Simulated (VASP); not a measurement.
Runs of VASP 6.6.1 on K. The structure is that of space group I4/mmm (No. 139), or close to it. The cells are those of the table. 

| cell | further INCAR settings | gap on the mesh (eV) | pressure (GPa) |
| --- | --- | --- | --- |
| a = 4.424 Å, angles 111.6, 111.6, 105.3°, 1 atom | ALGO = Fast; EDIFF = 1e-06; NBANDS = 10 | none | 0.3 |
| a = 4.464 Å, angles 112.3, 112.3, 104.0°, 1 atom | ALGO = Fast; EDIFF = 1e-07; NBANDS = 10 | none | 0.2 |
| a = 4.460 Å, angles 108.1, 108.1, 112.2°, 1 atom | ALGO = Fast; EDIFF = 1e-06; NBANDS = 10 | none | 0.1 |
| a = 4.498 Å, angles 110.8, 110.8, 106.7°, 1 atom | ALGO = Fast; EDIFF = 1e-06; NBANDS = 10 | none | (a) |

Alike in all rows: task single point; level PBEsol; potentials or basis VASP PAW PBE potentials, release 64 (K_sv); no spin polarisation; k mesh 14 × 14 × 14; cutoff (eV) 520; smearing gaussian 0.15 eV.

Q: Fill in the values left out.

A: (a) 0.0.

Caveats: the PAW data sets were made with another functional, which shifts forces and pressure a little.

A gap of «none» marks levels without a gap at the run's occupations.
